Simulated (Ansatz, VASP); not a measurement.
## Two plane-wave programs on KCl

Contents of POSCAR:

```
KCl
1.0
   -0.0421409514      3.1448471213      3.1448471213
    3.1448471213     -0.0421409514      3.1448471213
    3.1027061699      3.1027061699      0.0000000000
K Cl
1 1
Direct
    0.0000000000      0.0000000000      0.0000000000
    0.5000000000      0.5000000000      0.5000000000
```

Contents of INCAR.step1:

```
SYSTEM = KCl
  PREC = Accurate
  ENCUT = 520
  ISMEAR = 0
  SIGMA = 0.01
  LREAL = .FALSE.
  LASPH = .TRUE.
  NELM = 60
  NBANDS = 15
  GGA = PE
  ALGO = Normal
  EDIFF = 1E-4
  LWAVE = .TRUE.
  LCHARG = .FALSE.
```

INCAR.step2

```
SYSTEM = KCl
  PREC = Accurate
  ENCUT = 520
  EDIFF = 1E-6
  ISMEAR = 0
  SIGMA = 0.01
  LREAL = .FALSE.
  LASPH = .TRUE.
  NELM = 60
  ALGO = Normal
  ISIF = 2
  LWAVE = .FALSE.
  LCHARG = .TRUE.
  METAGGA = R2SCAN
  LMIXTAU = .TRUE.
  LELF = .TRUE.
  LVHAR = .TRUE.
  NBANDS = 15
  ISTART = 1
```

Contents of KPOINTS:

```
Automatic mesh
0
G
  8 8 8
  0 0 0
```

Input for Ansatz:

```yaml
crystal:
  lattice:
    - [-0.0421409514, 3.1448471213, 3.1448471213]
    - [3.1448471213, -0.0421409514, 3.1448471213]
    - [3.1027061699, 3.1027061699, 0.0]
  atoms:
    - { symbol: K, position: [0.0, 0.0, 0.0] }
    - { symbol: Cl, position: [0.5, 0.5, 0.5] }
kpoints:
  mp_grid: { grid: [8, 8, 8] }
  band_path:
    path:
      - [0.0, 0.0, 0.0]
      - [0.5, 0.0, 0.5]
      - [0.625, 0.25, 0.625]
      - [0.375, 0.375, 0.75]
      - [0.5, 0.5, 0.5]
      - [0.5, 0.25, 0.75]
    npoints: 1
hamiltonian:
  xc: r2scan
scf:
  occupations: { method: fixed }
  n_extra_bands: 4
output:
  forces: true
  stress: true
  eigenvalues: true
```

Change from the starting cell: shear_xy strain -2.7%.

Alike in both runs: task single point; functional r2SCAN; k mesh 8 × 8 × 8; no spin polarisation.

|  | VASP | Ansatz |
| --- | --- | --- |
| version | VASP 6.6.1 | Ansatz 0.2.0 |
| potentials or method | VASP PAW PBE potentials, release 64 (K_sv, Cl) | plane waves, PAW |
| plane-wave cutoff (eV) | 520 | 500 |
| occupations | gaussian, width 0.01 eV | fixed |
| valence electrons in the cell | 16 | 16 |

VASP gave:

- gap on the k mesh at the Fermi level (eV): 5.81
- pressure (GPa): 0.0
- traceless stress, the component that is largest in VASP (GPa): 0.17

Problem. Estimate Ansatz's values.

Solution. gap on the k mesh at the Fermi level (eV): 5.80; pressure (GPa): 0.0; traceless stress, the component that is largest in VASP (GPa): 0.17.

VASP's potentials were made for PBE, not for r2SCAN.
